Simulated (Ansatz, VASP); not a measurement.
## One calculation of InP, two programs

```
In P
1.0
     0.00000    2.65304    2.65304
     2.65304    0.00000    2.65304
     2.65304    2.65304    0.00000
In P
1 1
Direct
  0.00000 0.00000 0.00000
  0.50000 0.50000 0.50000
```

Change from the starting cell: volume scaled by 0.94, PAW files.

Alike in both runs: task single point; functional LDA; k mesh 14 × 14 × 14; occupations fermi-dirac, width 0.05 eV; no spin polarisation.

```csv
,VASP,Ansatz
version,VASP 6.6.1,Ansatz 0.2.0
potentials or method,"VASP PAW LDA potentials, release 64 (In_d, P)","PAW with Ansatz's default frozen-core files, scalar-relativistic"
plane-wave cutoff (eV),520,420
valence electrons in the cell,18,18
```

|  | VASP | Ansatz | Ansatz less VASP |
| --- | --- | --- | --- |
| pressure (GPa) | 6.5 | 6.4 | -0.09 |

LDA's correlation is that of Perdew and Zunger in VASP and of Perdew and Wang (1992) in Ansatz.
